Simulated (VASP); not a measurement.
Wanted: the native input for a VASP 6.6.1 run.

* Task: single point
* Functional: PBE
* Potentials or basis: VASP PAW PBE potentials, release 64 (Ti_sv, Al)
* Cutoff: 520 eV
* k mesh: 18 × 18 × 10
* Occupations: gaussian, width 0.15 eV
* Spin: no spin polarisation
* Dipole correction: no
* Further INCAR settings: ALGO = Fast; EDIFF = 1e-07; NBANDS = 14

The structure of TiAl lies in POSCAR:

```
TiAl
1.0
    2.8089000000      0.0000000000      0.0000000000
   -1.4044500000      2.4325787567      0.0000000000
    0.0000000000      0.0000000000      4.5554000000
Ti Al
1 1
Direct
    0.0000000000      0.0000000000      0.0000000000
    0.3333333333      0.6666666667      0.5000000000
```

The input as run:

INCAR

```
  ALGO = Fast
  EDIFF = 1E-7
  ENCUT = 520
  GGA = PE
  ISIF = 2
  ISMEAR = 0
  LASPH = True
  LCHARG = True
  LELF = True
  LREAL = False
  LVHAR = True
  LWAVE = False
  NBANDS = 14
  NELM = 100
  PREC = Accurate
  SIGMA = 0.15
```

KPOINTS

```
k-points
0
Gamma
  18 18 10
```

Potentials or basis: VASP PAW PBE potentials, release 64 (Ti_sv, Al).

Launch:

```sh
$ cat potpaw_PBE.64/Ti_sv/POTCAR potpaw_PBE.64/Al/POTCAR > POTCAR
$ mpirun -np 1 vasp_std > vasp.out
```

It gave:

- Pressure: 8.5 GPa
- Band gap on the k mesh: zero (an odd number of electrons rules out a gap without spin polarisation)

Caveat: the cell stands under pressure.

It took 2.6 min on 1 thread of AMD EPYC 9R45 96-Core Processor (Zen 5), on a shared host, peak memory 0.2 GiB.
